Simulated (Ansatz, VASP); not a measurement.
## Si6As in VASP and in Ansatz

The input INCAR:

```
PREC = Accurate
ENCUT = 600
EDIFF = 1E-6
ISMEAR = 0
SIGMA = 0.2
LREAL = False
LASPH = True
NELM = 100
ALGO = Normal
ISIF = 3
LWAVE = False
LCHARG = False
GGA = PE
IBRION = 2
NSW = 36
EDIFFG = -0.08
```

Contents of KPOINTS:

```
regular mesh
0
Gamma
  4 4 4
```

Contents of POSCAR:

```
Si6As
1.0
   -2.9589922400      3.1622901000      3.7725578300
    2.9589922400     -3.1622901000      3.7725578300
    2.9589922400      3.1622901000     -3.7725578300
Si As
6 1
Direct
    0.7576494800      0.2510819200      0.0087314000
    0.2423505200      0.2510819200      0.4934324300
    0.2423505200      0.7489180800      0.9912686000
    0.7576494800      0.7489180800      0.5065675700
    0.0000000000      0.0000000000      0.0000000000
    0.0000000000      0.5000000000      0.5000000000
    0.5000000000      0.0000000000      0.5000000000
```

Input for Ansatz:

```yaml
crystal:
  lattice:
    - [-2.95899224, 3.1622901, 3.77255783]
    - [2.95899224, -3.1622901, 3.77255783]
    - [2.95899224, 3.1622901, -3.77255783]
  atoms:
    - { symbol: Si, position: [0.75764948, 0.25108192, 0.0087314] }
    - { symbol: Si, position: [0.24235052, 0.25108192, 0.49343243] }
    - { symbol: Si, position: [0.24235052, 0.74891808, 0.9912686] }
    - { symbol: Si, position: [0.75764948, 0.74891808, 0.50656757] }
    - { symbol: Si, position: [0.0, 0.0, 0.0] }
    - { symbol: Si, position: [0.0, 0.5, 0.5] }
    - { symbol: As, position: [0.5, 0.0, 0.5] }
basis:
  ecutwfc: 420
kpoints:
  mp_grid: { grid: [4, 4, 4] }
hamiltonian:
  xc: pbe
scf:
  occupations: { method: gaussian, width: 0.2 }
  lower_state_search: "off"
output:
  forces: true
  stress: true
  eigenvalues: true
relax:
  adjacent_minimum: "off"
  f_tol: 0.08
  max_steps: 16
  cell: { stress_tol: 0.8 }
```

Alike in both runs: task relaxation of cell and atoms; functional PBE; k mesh 4 × 4 × 4; occupations gaussian, width 0.2 eV; no spin polarisation.

|  | VASP | Ansatz |
| --- | --- | --- |
| version | VASP 6.6.1 | Ansatz 0.2.0 |
| potentials or method | VASP PAW PBE potentials, release 64 (Si, As), cutoff 600 eV | scalar-relativistic, plane waves, PAW |
| valence electrons in the cell | 29 | 39 |

```csv
,VASP,Ansatz,Ansatz less VASP
"gap on the k mesh at the Fermi level, each at its own relaxed structure (eV)",none,none,-
relaxed volume (Å³/atom),18.86,18.86,-0.009
relaxed length of the cell vector where the two differ most in proportion (Å),5.735,5.739,+0.0033
```

A gap of «none» marks a metal or a gap that the smearing closes. VASP's potentials hold 29 valence electrons a cell and Ansatz's 39, so a difference there can come from the potentials and not from the codes.

The k mesh is coarse, so the values compare programs but aren't converged.
